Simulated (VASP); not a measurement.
Here is a VASP 6.6.1 calculation.

File INCAR:

```
SYSTEM = Ga2P
ALGO     = Normal         ! electronic algorithm
EDIFF    = 1E-6           ! SCF threshold, eV
EDIFFG   = -0.04          ! ionic threshold
ENCUT    = 600            ! plane-wave cutoff, eV
GGA      = PE             ! functional
IBRION   = 2              ! ionic algorithm
ISIF     = 3              ! what is computed and relaxed
ISMEAR   = 0              ! smearing method
LASPH    = .TRUE.         ! aspherical terms in the spheres
LCHARG   = .FALSE.        ! write CHGCAR
LREAL    = .FALSE.        ! projectors in reciprocal space
LWAVE    = .FALSE.        ! write WAVECAR
NELM     = 80             ! most SCF steps
NSW      = 90             ! ionic steps
PREC     = Accurate       ! precision mode
SIGMA    = 0.1            ! smearing width, eV
```

KPOINTS

```
k-points
0
G
  4 4 4
  0 0 0
```

POSCAR

```
Ga2P
1.0
    0.0000000000      3.2413163700      3.2413163700
    3.2413163700      0.0000000000      3.2413163700
    3.2413163700      3.2413163700      0.0000000000
Ga P
2 1
Direct
    0.5000000000      0.5000000000      0.5000000000
    0.2500000000      0.2500000000      0.2500000000
    0.0000000000      0.0000000000      0.0000000000
```

Potentials or basis: VASP PAW PBE potentials, release 64 (Ga_d, P).

Launch:

```console
$ cat potpaw_PBE.64/Ga_d/POTCAR potpaw_PBE.64/P/POTCAR > POTCAR
$ mpirun -np 1 vasp_std > vasp.out
```

(1) Estimate the relaxed volume.

(2) Predict the relaxed cell.

(3) Estimate the space group after relaxing (to 0.05 Å).

Answers

(1) 20.88 Å³/atom.

(2) a = 4.458 Å, b = 4.458 Å, c = 4.458 Å, α = 60.00°, β = 60.00°, γ = 60.00°.

(3) F-43m (No. 216).

Caveat: the k points lie up to 0.43 Å⁻¹ apart in the final cell.
